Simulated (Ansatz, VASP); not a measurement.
# Two plane-wave programs on Zn2P

```
Zn P
1.0
    -1.93854    1.93854    3.17941
     1.93854   -1.93854    3.17941
     1.93854    1.93854   -3.17941
Zn P
2 1
Direct
  0.59300 0.59300 0.00000
  0.40700 0.40700 0.00000
  0.00000 0.00000 0.00000
```

Alike in both runs: task relaxation of cell and atoms; functional PBE; k mesh 6 × 6 × 6; occupations gaussian, width 0.1 eV; no spin polarisation.

|  | VASP | Ansatz |
| --- | --- | --- |
| version | VASP 6.6.1 | Ansatz 0.2.0 |
| potentials or method | VASP PAW PBE potentials, release 64 (Zn, P), cutoff 600 eV | scalar-relativistic, plane waves, PAW |
| valence electrons in the cell | 29 | 29 |

Ansatz gave:

```
gap on the k mesh at the Fermi level, each at its own relaxed structure (eV) : none
relaxed volume (Å³/atom)                                                     : 15.85
relaxed cell length with the largest relative difference (Å)                 : 4.633
```

**Question.** Which values does VASP return?

**Answer.** gap on the k mesh at the Fermi level, each at its own relaxed structure (eV): none; relaxed volume (Å³/atom): 15.82; relaxed cell length with the largest relative difference (Å): 4.641.

A gap of «none» marks a metal or a gap that the smearing closes.

The k mesh is coarse, so the values compare programs but aren't converged.
